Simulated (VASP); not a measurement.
# Si (a cell with a defect) in VASP: further runs

The runs below take Si (a cell with a defect) through single point, with PBE.

Program: VASP 6.6.1. These are calculated values, not measurements. Logs are shortened: lines on timing, memory, paths and dates and some standing lists are left out, and cuts for length are marked.

**1. The cell of the first run**

The cell holds a defect, 31 atoms: a = 9.474 Å, b = 9.474 Å, c = 9.474 Å, α = 109.47°, β = 109.47°, γ = 109.47°.

**2. Single point, PBE (atoms taken out, then relaxed in part)**

File INCAR:

```
SYSTEM = Si
PREC = Accurate ; ENCUT = 520
EDIFF = 1E-7 ; ISMEAR = 0
SIGMA = 0.02 ; LREAL = Auto
LASPH = .True. ; NELM = 100
ALGO = Normal ; ISIF = 2
LWAVE = .False. ; LCHARG = .False.
GGA = PE ; NBANDS = 83
```

File KPOINTS:

```
Automatic mesh
0
Gamma
  2 2 2
  0.5 0.5 0.5
```

File POSCAR:

```
Si
1.0
   -5.4700937627     -5.4700937627      5.4700937627
    5.4700937627     -5.4700937627     -5.4700937627
    5.4700937627      5.4700937627      5.4700937627
Si
31
Direct
    0.2500000000      0.7500000000      0.7414324842
    0.0010805193      0.7500000000     -0.0001207761
    0.4989194807      0.4987987046      0.7489194807
    0.2500000000      0.5010805193     -0.0001207761
    0.0085675158      0.5085675158      0.2585675158
    0.7498792239      0.7500000000      0.2510805193
    0.4914324842      0.7500000000      0.5000000000
   -0.0012012954     -0.0010805193      0.7489194807
    0.7501207761      0.2501207761      0.7512012954
    0.5012012954      0.2501207761      0.0001207761
    0.2500000000      0.2498792239      0.2510805193
    0.0010805193      0.2498792239      0.5000000000
    0.7498792239      0.5010805193      0.5000000000
    0.7501207761      0.0012012954      0.0001207761
    0.4989194807     -0.0010805193      0.2487987046
    0.2500000000     -0.0085675158      0.5000000000
    0.0021364682      0.7500000000      0.7479936738
    0.4979936738      0.5021364682      0.5000000000
    0.2500000000      0.5021364682      0.7479936738
    0.0020063262      0.5020063262      0.0041427943
    0.7500000000      0.7500000000      0.0000000000
    0.4979936738      0.7500000000      0.2521364682
    0.0021364682     -0.0020063262      0.5000000000
    0.7500000000      0.2500000000      0.5000000000
    0.4978635318      0.2458572057      0.7478635318
    0.2500000000      0.2500000000      0.0000000000
    0.0020063262      0.2541427943      0.2520063262
    0.7541427943      0.5020063262      0.2520063262
    0.7458572057     -0.0021364682      0.7478635318
    0.4978635318     -0.0021364682     -0.0041427943
    0.2500000000     -0.0020063262      0.2521364682
```

Potentials or basis: VASP PAW PBE potentials, release 64 (Si).

On the command line:

```console
$ cat potpaw_PBE.64/Si/POTCAR > POTCAR
$ mpirun -np 1 vasp_std > vasp.out
```

OUTCAR:

```text
SYSTEM = Si
   PREC = Accurate
   ENCUT = 520
   EDIFF = 1E-7
   ISMEAR = 0
   LREAL = Auto
   LASPH = .True.
   NELM = 100
   ISIF = 2
   GGA = PE

 ion  position               nearest neighbor table
   1  0.250  0.750  0.741-  17 2.37  19 2.37  30 2.37
   2  0.001  0.750  1.000-  20 2.37  31 2.37  21 2.38  17 2.39
   3  0.499  0.499  0.749-  18 2.37  19 2.37  21 2.38  25 2.39
   4  0.250  0.501  1.000-  20 2.37  22 2.37  26 2.38  19 2.39
   5  0.009  0.509  0.259-  20 2.37  27 2.37  28 2.37
   6  0.750  0.750  0.251-  28 2.37  23 2.37  21 2.38  22 2.39
   7  0.491  0.750  0.500-  18 2.37  22 2.37  29 2.37
   8  0.999  0.999  0.749-  17 2.37  23 2.37  26 2.38  29 2.39
   9  0.750  0.250  0.751-  25 2.37  29 2.37  24 2.38  20 2.39
  10  0.501  0.250  0.000-  25 2.37  30 2.37  26 2.38  28 2.39
  11  0.250  0.250  0.251-  27 2.37  18 2.37  26 2.38  31 2.39
  12  0.001  0.250  0.500-  27 2.37  19 2.37  24 2.38  23 2.39
  13  0.750  0.501  0.500-  28 2.37  17 2.37  24 2.38  18 2.39
  14  0.750  0.001  0.000-  29 2.37  30 2.37  21 2.38  27 2.39
  15  0.499  0.999  0.249-  22 2.37  31 2.37  24 2.38  30 2.39
  16  0.250  0.991  0.500-  23 2.37  31 2.37  25 2.37
  17  0.002  0.750  0.748-  13 2.37   8 2.37   1 2.37   2 2.39
  18  0.498  0.502  0.500-  11 2.37   3 2.37   7 2.37  13 2.39
  19  0.250  0.502  0.748-  12 2.37   3 2.37   1 2.37   4 2.39
  20  0.002  0.502  0.004-   2 2.37   4 2.37   5 2.37   9 2.39
  21  0.750  0.750  0.000-   2 2.38   6 2.38   3 2.38  14 2.38
  22  0.498  0.750  0.252-   4 2.37  15 2.37   7 2.37   6 2.39
  23  0.002  0.998  0.500-   6 2.37   8 2.37  16 2.37  12 2.39
  24  0.750  0.250  0.500-  12 2.38  13 2.38  15 2.38   9 2.38
  25  0.498  0.246  0.748-   9 2.37  10 2.37  16 2.37   3 2.39
  26  0.250  0.250  0.000-   4 2.38  11 2.38   8 2.38  10 2.38
  27  0.002  0.254  0.252-  11 2.37  12 2.37   5 2.37  14 2.39
  28  0.754  0.502  0.252-   6 2.37  13 2.37   5 2.37  10 2.39
  29  0.746  0.998  0.748-   9 2.37  14 2.37   7 2.37   8 2.39
  30  0.498  0.998  0.996-  10 2.37  14 2.37   1 2.37  15 2.39
  31  0.250  0.998  0.252-   2 2.37  15 2.37  16 2.37  11 2.39

  LATTYP: Found a body centered cubic cell.
 ALAT       =    10.9401875254

  Lattice vectors:

 A1 = (  -5.4700937627,  -5.4700937627,   5.4700937627)
 A2 = (   5.4700937627,  -5.4700937627,  -5.4700937627)
 A3 = (   5.4700937627,   5.4700937627,   5.4700937627)

Analysis of symmetry for initial positions (statically):
=====================================================================
 Subroutine PRICEL returns:
 Original cell was already a primitive cell.

 Routine SETGRP: Setting up the symmetry group for a
 body centered cubic supercell.

 Subroutine GETGRP returns: Found 24 space group operations
 (whereof  4 operations were pure point group operations)
 out of a pool of 48 trial point group operations.

The static configuration has the point symmetry S_4 .
 The point group associated with its full space group is T_d .

Analysis of symmetry for dynamics (positions and initial velocities):
=====================================================================
 Subroutine PRICEL returns:
 Original cell was already a primitive cell.

 Routine SETGRP: Setting up the symmetry group for a
 body centered cubic supercell.

 Subroutine GETGRP returns: Found 24 space group operations
 (whereof  4 operations were pure point group operations)
 out of a pool of 48 trial point group operations.

The dynamic configuration has the point symmetry S_4 .
 The point group associated with its full space group is T_d .

 Subroutine INISYM returns: Found 24 space group operations
 (whereof  4 operations are pure point group operations),
 and found     1 'primitive' translations

----------------------------------------------------------------------------------------

                                     Primitive cell

  volume of cell :     654.7030

  direct lattice vectors                    reciprocal lattice vectors
    -5.470093763 -5.470093763  5.470093763     0.000000000 -0.091406111  0.091406111
     5.470093763 -5.470093763 -5.470093763     0.091406111 -0.091406111  0.000000000
     5.470093763  5.470093763  5.470093763     0.091406111  0.000000000  0.091406111

  length of vectors
     9.474480319  9.474480319  9.474480319     0.129267762  0.129267762  0.129267762

  position of ions in fractional coordinates (direct lattice)
     0.250000000  0.750000000  0.741432484
     0.001080519  0.750000000  0.999879224
     0.498919481  0.498798705  0.748919481
     0.250000000  0.501080519  0.999879224
     0.008567516  0.508567516  0.258567516
     0.749879224  0.750000000  0.251080519
[... 23 lines left out ...]
     0.497863532  0.997863532  0.995857206
     0.250000000  0.997993674  0.252136468

  ion indices of the primitive-cell ions
   primitive index   ion index
                 1           1
                 2           2
                 3           3
                 4           4
                 5           5
                 6           6
[... 23 lines left out ...]
                30          30
                31          31

----------------------------------------------------------------------------------------

 KPOINTS: Automatic mesh

Automatic generation of k-mesh.
 Grid dimensions read from file:
 generate k-points for:    2    2    2

 Generating k-lattice:

  Cartesian coordinates                     Fractional coordinates (reciprocal lattice)
     0.000000000 -0.045703056  0.045703056     0.500000000  0.000000000  0.000000000
     0.045703056 -0.045703056  0.000000000     0.000000000  0.500000000  0.000000000
     0.045703056  0.000000000  0.045703056     0.000000000  0.000000000  0.500000000

  Length of vectors
     0.064633881  0.064633881  0.064633881

  Shift w.r.t. Gamma in fractional coordinates (k-lattice)
     0.500000000  0.500000000  0.500000000

 Subroutine IBZKPT returns following result:
 ===========================================

 Found      2 irreducible k-points:

 Following reciprocal coordinates:
            Coordinates               Weight
  0.250000  0.250000  0.250000      2.000000
 -0.250000  0.250000  0.250000      6.000000
   k-points           NKPTS =      2   k-points in BZ     NKDIM =      2   number of bands    NBANDS=     83
   number of dos      NEDOS =    301   number of ions     NIONS =     31
   total plane-waves  NPLWV = 343000
   dimension x,y,z NGX =    70 NGY =   70 NGZ =   70
   dimension x,y,z NGXF=   140 NGYF=  140 NGZF=  140
   ions per type =              31
   NGX,Y,Z   is equivalent  to a cutoff of  12.28, 12.28, 12.28 a.u.
   NGXF,Y,Z  is equivalent  to a cutoff of  24.57, 24.57, 24.57 a.u.
 SYSTEM =  Si
   PREC   = accura    normal or accurate (medium, high low for compatibility)
   ISTART =      0    job   : 0-new  1-cont  2-samecut
   ICHARG =      2    charge: 1-file 2-atom 10-const
   ISPIN  =      1    spin polarized calculation?
   LNONCOLLINEAR =      F non collinear calculations
   LSORBIT =      F    spin-orbit coupling
   LASPH  =      T    aspherical Exc in radial PAW
   ENCUT  =  520.0 eV  38.22 Ry    6.18 a.u.  17.62 17.62 17.62*2*pi/ulx,y,z
   NELM   =    100;   NELMIN=  2; NELMDL= -5     # of ELM steps
   EDIFF  = 0.1E-06   stopping-criterion for ELM
   LREAL  =      T    real-space projection
   EDIFFG = 0.1E-05   stopping-criterion for IOM
   NSW    =      0    number of steps for IOM
   IBRION =     -1    ionic relax: 0-MD 1-quasi-New 2-CG
   NFREE  =      0    steps in history (QN), initial steepest desc. (CG)
   ISIF   =      2    stress and relaxation
   ISYM   =      2    0-nonsym 1-usesym 2-fastsym
   POTIM  = 0.5000    time-step for ionic-motion
   TEBEG  =    0.0;   TEEND  =   0.0 temperature during run
   PSTRESS=    0.0 pullay stress
   NELECT =     124.0000    total number of electrons
   NUPDOWN=      -1.0000    fix difference up-down
   EMIN   =  10.00;   EMAX   =-10.00  energy-range for DOS
   EFERMI =   0.00;   METHOD = LEGACY
   ISMEAR =     0;   SIGMA  =   0.02  broadening in eV -4-tet -1-fermi 0-gaus
   EFERMI_NEDOS =   21; number of points for ismear=-14 and -15
   IALGO  =     38    algorithm
   IMIX   =      4    mixing-type and parameters
     AMIX     =   0.40;   BMIX     =  1.00
     AMIX_MAG =   1.60;   BMIX_MAG =  1.00
  volume/ion in A,a.u.               =      21.12       142.52
  Fermi-wavevector in a.u.,A,eV,Ry     =   0.940158  1.776640 12.026137  0.883896
  Thomas-Fermi vector in A             =   2.067541
   LORBIT       =      0    0 simple, 1 ext, 2 COOP (PROOUT), +10 PAW based schemes
   GGA     = PE    functional components
   LHFCALC =     F    Hartree Fock is set to
   AEXX    =    0.0000 exact exchange contribution
   IVDW    =     0    specifies the selected vdW correction
   LEPSILON=     F    determine dielectric tensor
   LRPA    =     F    only Hartree local field effects (RPA)
 non-spin polarized calculation
 Gauss-broadening in eV      SIGMA  =   0.02
  energy-cutoff  :      520.00
  volume of cell :      654.70
 maximum number of plane-waves:     17628
 NGX is ok and might be reduce to    70
   NGX = 35   NGY = 35   NGZ = 35

 number of electron     124.0000004 magnetization

 Free energy of the ion-electron system (eV)
  ---------------------------------------------------
  ext. energy  EPLUGINS =         0.00000000
  ---------------------------------------------------
  free energy    TOTEN  =      -164.25958824 eV

  energy without entropy =     -164.24898796  energy(sigma->0) =     -164.25428810

 E-fermi :   5.6112     XC(G=0):  -9.2195

 val. band max:        5.2546190805   @ k =  -0.2500   0.2500   0.2500
 cond. band min:       5.6248475472   @ k =  -0.2500   0.2500   0.2500
 fundamental gap:      0.3702284667
 Fermi energy:         5.6111668094

 k-point     1 :       0.2500    0.2500    0.2500
  band No.  band energies     occupation
      1      -5.6830      2.00000
      2      -5.6830      2.00000
      3      -5.6830      2.00000
      4      -5.4167      2.00000
      5      -3.8405      2.00000
      6      -3.8405      2.00000
[... 66 lines left out ...]
     73       7.0478      0.00000
     74       7.1011      0.00000

 k-point     2 :      -0.2500    0.2500    0.2500
  band No.  band energies     occupation
      1      -6.1381      2.00000
      2      -5.1676      2.00000
      3      -5.1593      2.00000
      4      -5.1593      2.00000
      5      -4.9527      2.00000
      6      -4.3493      2.00000
[... 66 lines left out ...]
     73       7.6521      0.00000
     74       7.7816      0.00000
 [bands above 74 left out]

------------------------ aborting loop because EDIFF is reached ----------------------------------------

  FORCE on cell =-STRESS in cart. coord.  units (eV):
  Direction    XX          YY          ZZ          XY          YZ          ZX
  --------------------------------------------------------------------------------------
  -------------------------------------------------------------------------------------
  Total       -4.7049550     -4.7049550     -4.7049550      0.0000000      0.0000000      0.0000000
  in kB      -11.5138815    -11.5138815    -11.5138815      0.0000000      0.0000000      0.0000000
  external PRESSURE =     -11.5138815 kB  Pullay stress =       0.0000000 kB

 VOLUME and BASIS-vectors are now :
 -----------------------------------------------------------------------------
  energy-cutoff  :      520.00
  volume of cell :      654.70
      direct lattice vectors                 reciprocal lattice vectors
    -5.470093763 -5.470093763  5.470093763     0.000000000 -0.091406111  0.091406111
     5.470093763 -5.470093763 -5.470093763     0.091406111 -0.091406111  0.000000000
     5.470093763  5.470093763  5.470093763     0.091406111  0.000000000  0.091406111

 POSITION                                       TOTAL-FORCE (eV/Angst)
 -----------------------------------------------------------------------------------
      6.79075     -1.41439      1.32066        -0.005314     -0.005314     -0.005314
      9.56609      1.36095      1.37277        -0.001072     -0.001072     -0.007812
      4.09600     -1.36095      4.09732        -0.001072      0.001072      0.007812
      6.84287      1.36095      4.09600        -0.007812     -0.001072     -0.001072
      4.14944     -1.41439     -1.32066         0.005314     -0.005314      0.005314
      1.37409     -6.83105      1.37277         0.001072      0.001072     -0.007812
[... 23 lines left out ...]
      8.18248     -2.73433      2.71239         0.009430     -0.007191      0.009430
      5.47081     -5.44743     -2.71239        -0.007191     -0.009430     -0.009430
 -----------------------------------------------------------------------------------
    total drift:                                0.000000      0.000000      0.000000

  FREE ENERGIE OF THE ION-ELECTRON SYSTEM (eV)
  ---------------------------------------------------
  free  energy   TOTEN  =      -164.2595882393 eV

  energy  without entropy=     -164.2489879616  energy(sigma->0) =     -164.25428810
```

Wall time 3.9 min (1 thread of AMD EPYC 7R43 (Zen 3), shared host); peak memory 0.61 GiB.

What came out:

* Free energy: -164.2596 eV
* Pressure: -1.2 GPa
* Largest force: 0.015 eV/Å
* Band gap on the k mesh: zero (bands 62 and 63 overlap by 0.15 eV)

Forces in eV/Å, atoms in the order of the input:
```
Si  -0.005 -0.005 -0.005
Si  -0.001 -0.001 -0.008
Si  -0.001  0.001  0.008
Si  -0.008 -0.001 -0.001
Si   0.005 -0.005  0.005
Si   0.001  0.001 -0.008
Si   0.005  0.005 -0.005
Si   0.008  0.001 -0.001
Si   0.001 -0.008  0.001
Si   0.008 -0.001  0.001
Si  -0.008  0.001  0.001
Si  -0.001  0.008  0.001
Si   0.001  0.008 -0.001
Si   0.001 -0.001  0.008
Si  -0.001 -0.008 -0.001
Si  -0.005  0.005  0.005
Si   0.009  0.009 -0.007
Si  -0.009  0.007  0.009
Si  -0.007  0.009  0.009
Si  -0.009 -0.007 -0.009
Si   0.000  0.000  0.000
Si  -0.009 -0.009 -0.007
Si   0.009  0.007 -0.009
Si   0.000  0.000  0.000
Si   0.009 -0.009  0.007
Si   0.000  0.000  0.000
Si  -0.009  0.009  0.007
Si   0.007  0.009 -0.009
Si   0.007 -0.009  0.009
Si   0.009 -0.007  0.009
Si  -0.007 -0.009 -0.009
```

Caveat: the k points lie up to 0.41 Å⁻¹ apart; the cell differs from its parent crystal (atoms taken out, then relaxed in part).

**3. Single point, PBE (atoms taken out, then relaxed in part)**

File INCAR:

```
ALGO = Normal
EDIFF = 1E-7
ENCUT = 520
GGA = PE
ISIF = 2
ISMEAR = 0
LASPH = True
LCHARG = True
LELF = True
LREAL = Auto
LVHAR = True
LWAVE = False
NBANDS = 83
NELM = 80
PREC = Accurate
SIGMA = 0.02
```

KPOINTS is that of step 2.

File POSCAR:

```
Si
1.0
   -5.4700937627     -5.4700937627      5.4700937627
    5.4700937627     -5.4700937627     -5.4700937627
    5.4700937627      5.4700937627      5.4700937627
Si
31
Direct
    0.2500000000      0.7500000000      0.5085675314
    0.0020063278      0.7500000000     -0.0021364721
    0.4978635279      0.5020063278      0.7500000000
    0.2500000000      0.5020063278     -0.0021364721
    0.0021364721      0.5021364721      0.2541427999
    0.7500000000      0.7500000000      0.2500000000
    0.4978635279      0.7500000000      0.5020063278
    0.0020063278     -0.0021364721      0.7500000000
    0.7500000000      0.2500000000      0.7500000000
    0.4979936722      0.2458572001     -0.0020063278
    0.2500000000      0.2500000000      0.2500000000
    0.0021364721      0.2541427999      0.5021364721
    0.7541427999      0.5021364721      0.5021364721
    0.7458572001     -0.0020063278     -0.0020063278
    0.4979936722     -0.0020063278      0.2458572001
    0.2500000000     -0.0021364721      0.5020063278
    0.0085675314      0.7500000000      0.7500000000
    0.5012012979      0.5010805217      0.5010805217
    0.2500000000      0.5085675314      0.7500000000
    0.0010805217      0.5010805217      0.0012012979
    0.7501207761      0.7500000000     -0.0010805217
    0.4989194783      0.7500000000      0.2501207761
    0.0010805217      0.0012012979      0.5010805217
    0.7498792239      0.2498792239      0.4987987021
    0.4989194783      0.2501207761      0.7500000000
    0.2500000000      0.2501207761     -0.0010805217
   -0.0012012979      0.2498792239      0.2498792239
    0.7498792239      0.4987987021      0.2498792239
    0.7501207761     -0.0010805217      0.7500000000
    0.4914324686     -0.0085675314     -0.0085675314
    0.2500000000     -0.0010805217      0.2501207761
```

Potentials or basis: VASP PAW PBE potentials, release 64 (Si).

On the command line:

```console
$ cat potpaw_PBE.64/Si/POTCAR > POTCAR
$ mpirun -np 1 vasp_std > vasp.out
```

Run time: 4.7 min. Hardware: 1 thread of AMD EPYC 7R43 (Zen 3), shared host; peak memory 0.61 GiB.

Results (log left out):

- Free energy: -164.2597 eV
- Pressure: -1.2 GPa
- Largest force: 0.016 eV/Å
- Band gap on the k mesh: zero (bands 62 and 63 overlap by 0.15 eV)

Forces in eV/Å, atoms in the order of the input:
```
Si   0.004  0.004  0.004
Si   0.010  0.010  0.007
Si  -0.010 -0.007  0.010
Si   0.007  0.010  0.010
Si  -0.010  0.007 -0.010
Si   0.000  0.000  0.000
Si  -0.010 -0.010  0.007
Si   0.010 -0.007 -0.010
Si   0.000  0.000  0.000
Si   0.010 -0.010 -0.007
Si   0.000  0.000  0.000
Si  -0.010  0.010 -0.007
Si  -0.007  0.010 -0.010
Si  -0.007 -0.010  0.010
Si   0.010  0.007  0.010
Si   0.007 -0.010 -0.010
Si  -0.004 -0.004  0.004
Si  -0.006 -0.003  0.003
Si   0.004 -0.004 -0.004
Si   0.003  0.006  0.003
Si  -0.003 -0.003  0.006
Si   0.003  0.003  0.006
Si   0.003 -0.003 -0.006
Si  -0.003  0.006 -0.003
Si   0.003 -0.006 -0.003
Si   0.006 -0.003 -0.003
Si  -0.006  0.003 -0.003
Si  -0.003  0.003 -0.006
Si  -0.003 -0.006  0.003
Si  -0.004  0.004 -0.004
Si   0.006  0.003  0.003
```

Levels at points of the mesh, in eV from the Fermi level:
| k point | band 59 | band 60 | band 61 | band 62 | band 63 | band 64 |
| --- | --- | --- | --- | --- | --- | --- |
| (0.25, 0.25, 0.25) | -1.04 | -1.03 | -1.03 | 0.16 | 0.16 | 0.16 |

Caveat: the k points lie up to 0.41 Å⁻¹ apart; the cell differs from its parent crystal (atoms taken out, then relaxed in part).

(Continued in part 2 of 2.)

The gap in the log of VASP goes by the Fermi energy; the results here count the filled bands.